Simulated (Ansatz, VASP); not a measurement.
# WC4 in VASP and in Ansatz

```
W C
1.0
     4.30475    0.00000    0.00000
    -2.15238    3.72802    0.00000
     0.00000    0.00000    4.04830
W C
1 4
Direct
  0.33333 0.66667 0.50000
  0.77736 0.22264 0.50000
  0.77736 0.55472 0.50000
  0.44528 0.22264 0.50000
  0.33333 0.66667 0.00000
```

Alike in both runs: functional PBE; k mesh 4 × 4 × 4; occupations gaussian, width 0.2 eV; no spin polarisation.

Ansatz relaxed the structure, and its values are those at the end. VASP's run is a single point on that final structure, the one shown.

```csv
,VASP,Ansatz
version,VASP 6.6.1,Ansatz 0.2.0
potentials or method,"VASP PAW PBE potentials, release 64 (W_sv, C), cutoff 600 eV","scalar-relativistic, plane waves, PAW"
valence electrons in the cell,30,30
```

|  | VASP | Ansatz | Ansatz less VASP |
| --- | --- | --- | --- |
| gap on the k mesh at the Fermi level (eV) | none | none | - |
| pressure (GPa) | 0.5 | 0.0 | -0.44 |
| rms of the force components (eV/Å) | 0.065 | 0.009 | -0.0559 |

A gap of «none» marks a metal or a gap that the smearing closes.

The k mesh is coarse, so the values compare programs but aren't converged. Spin-orbit coupling is off throughout.
